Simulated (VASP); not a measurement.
Wanted: the native input for a VASP 6.6.1 run.

| Property | Result |
| --- | --- |
| Task | single point |
| Functional | r2SCAN |
| Potentials or basis | VASP PAW PBE potentials, release 64 (Ge_d) |
| Cutoff | 520 eV |
| k mesh | 5 × 5 × 4 |
| Occupations | fermi-dirac, width 0.05 eV |
| Spin | no spin polarisation |
| Dipole correction | no |
| Further INCAR settings | ALGO = Normal; EDIFF = 1e-06; NBANDS = 96 |

The system is Ge.

```
Ge
1.0
     5.93645    0.00000    0.00000
     0.00000    5.93645    0.00000
     0.00000    0.00000    7.09381
Ge
12
Direct
  0.08485 0.08485 0.00000
  0.41515 0.58485 0.75000
  0.91515 0.91515 0.50000
  0.58485 0.41515 0.25000
  0.16983 0.37384 0.24637
  0.12616 0.66983 0.99637
  0.83017 0.62616 0.74637
  0.87384 0.33017 0.49637
  0.66983 0.12616 0.00363
  0.62616 0.83017 0.25363
  0.33017 0.87384 0.50363
  0.37384 0.16983 0.75363
```

These files were run (other wordings do the same):

POSCAR

```
Ge
1.0
    5.9364480491      0.0000000000      0.0000000000
    0.0000000000      5.9364480491      0.0000000000
    0.0000000000      0.0000000000      7.0938075782
Ge
12
Direct
    0.0848541125      0.0848541125      0.0000000000
    0.4151458875      0.5848541125      0.7500000000
    0.9151458875      0.9151458875      0.5000000000
    0.5848541125      0.4151458875      0.2500000000
    0.1698251953      0.3738447737      0.2463682188
    0.1261552263      0.6698251953      0.9963682188
    0.8301748047      0.6261552263      0.7463682188
    0.8738447737      0.3301748047      0.4963682188
    0.6698251953      0.1261552263      0.0036317812
    0.6261552263      0.8301748047      0.2536317812
    0.3301748047      0.8738447737      0.5036317812
    0.3738447737      0.1698251953      0.7536317812
```

INCAR.step1

```
PREC     = Accurate       # precision mode
ENCUT    = 520            # plane-wave cutoff, eV
ISMEAR   = -1             # smearing method
SIGMA    = 0.05           # smearing width, eV
LREAL    = False          # projectors in reciprocal space
LASPH    = True           # aspherical terms in the spheres
NELM     = 60             # most SCF steps
NBANDS   = 96             # bands
GGA      = PE             # functional
ALGO     = Normal         # electronic algorithm
EDIFF    = 1E-4           # SCF threshold, eV
LWAVE    = True           # write WAVECAR
LCHARG   = False          # write CHGCAR
```

INCAR.step2

```
PREC     = Accurate       # precision mode
ENCUT    = 520            # plane-wave cutoff, eV
EDIFF    = 1E-6           # SCF threshold, eV
ISMEAR   = -1             # smearing method
SIGMA    = 0.05           # smearing width, eV
LREAL    = False          # projectors in reciprocal space
LASPH    = True           # aspherical terms in the spheres
NELM     = 60             # most SCF steps
ALGO     = Normal         # electronic algorithm
ISIF     = 2              # what is computed and relaxed
LWAVE    = False          # write WAVECAR
LCHARG   = False          # write CHGCAR
METAGGA  = R2SCAN         # meta-GGA
LMIXTAU  = True         
NBANDS   = 96             # bands
ISTART   = 1
```

KPOINTS

```
regular mesh
0
Gamma
  5 5 4
```

Potentials or basis: VASP PAW PBE potentials, release 64 (Ge_d).

Run with:

```bash
$ cat potpaw_PBE.64/Ge_d/POTCAR > POTCAR
$ cp INCAR.step1 INCAR
$ mpirun -np 1 vasp_std > vasp.out
$ cp INCAR.step2 INCAR
$ mpirun -np 1 vasp_std > vasp.out
```

It gave:

```json
{
 "Pressure": "0.1 GPa",
 "Largest force": "0.099 eV/Å",
 "Band gap on the k mesh": "0.97 eV, indirect (least direct gap 1.06 eV)"
}
```

Caveat: the PAW data sets were made with another functional, which shifts forces and pressure a little.

Wall time 30 min on 1 thread of Intel(R) Xeon(R) Platinum 8259CL CPU @ 2.50GHz (Skylake/Cascade Lake), on a shared host, peak memory 0.54 GiB.
